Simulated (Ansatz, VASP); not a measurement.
Two plane-wave programs on Ni

```
CELL_PARAMETERS angstrom
0.00000 1.73095 1.73095
1.73095 0.00000 1.73095
1.73095 1.73095 0.00000
ATOMIC_POSITIONS crystal
Ni 0.00000 0.00000 0.00000
```

Alike in both runs: functional PBEsol; k mesh 16 × 16 × 16; occupations fermi-dirac, width 0.05 eV; collinear spin.

Ansatz relaxed the structure, and its values are those at the end. VASP's run is a single point on that final structure, the one shown.

```csv
,VASP,Ansatz
version,VASP 6.6.1,Ansatz 0.2.0
potentials or method,"VASP PAW PBE potentials, release 64 (Ni)","PAW with Ansatz's default frozen-core files, scalar-relativistic"
plane-wave cutoff (eV),520,420
valence electrons in the cell,10,18
```

VASP gave:

| Item | Value |
| --- | --- |
| pressure (GPa) | 0.0 |
| net moment per atom (μB) | 0.59 |
| size of the moment on the site where the two differ most (μB) | 0.59 |

Problem. Which values does Ansatz return?

Solution. Pressure (GPa): 0.0; net moment per atom (μB): 0.59; size of the moment on the site where the two differ most (μB): 0.63.

VASP's potentials were made for PBE, not for PBEsol. Site moments also hang on the region over which each program counts them. VASP's potentials hold 10 valence electrons a cell and Ansatz's 18, so a difference there can come from the potentials and not from the codes.
